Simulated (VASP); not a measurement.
Here is a VASP 6.6.1 calculation.

The input INCAR:

```
  ALGO = Normal
  EDIFF = 1E-6
  ENCUT = 600
  GGA = PE
  GGA_COMPAT = False
  ISIF = 2
  ISMEAR = 0
  LASPH = True
  LCHARG = False
  LDAU = True
  LDAUJ = 0 0
  LDAUL = -1 1
  LDAUPRINT = 1
  LDAUTYPE = 2
  LDAUU = 0 7
  LREAL = False
  LWAVE = False
  NBANDS = 16
  NELM = 200
  PREC = Accurate
  SIGMA = 0.1
```

Contents of KPOINTS:

```
k-points
0
Gamma
  6 6 4
```

The input POSCAR:

```
BN
1.0
    2.5539396017      0.0000000000      0.0000000000
   -1.2769698009      2.2117765748      0.0000000000
    0.0000000000      0.0000000000      4.2268550000
B N
2 2
Direct
    0.6666666667      0.3333333333      0.9997240000
    0.3333333333      0.6666666667      0.4997240000
    0.6666666667      0.3333333333      0.6252760000
    0.3333333333      0.6666666667      0.1252760000
```

Potentials or basis: VASP PAW PBE potentials, release 64 (B, N).

Launch:

```sh
$ cat potpaw_PBE.64/B/POTCAR potpaw_PBE.64/N/POTCAR > POTCAR
$ mpirun -np 1 vasp_std > vasp.out
```

Predict the pressure.

3.4 GPa.

Predict the band gap on the k mesh.

5.10 eV (least direct gap 8.15 eV).

Forces on the atoms (eV/Å):
```
B    0.000  0.000  0.016
B    0.000  0.000  0.016
N    0.000  0.000 -0.016
N    0.000  0.000 -0.016
```

Caveat: the k points lie up to 0.47 Å⁻¹ apart. A k mesh can miss the band edges.
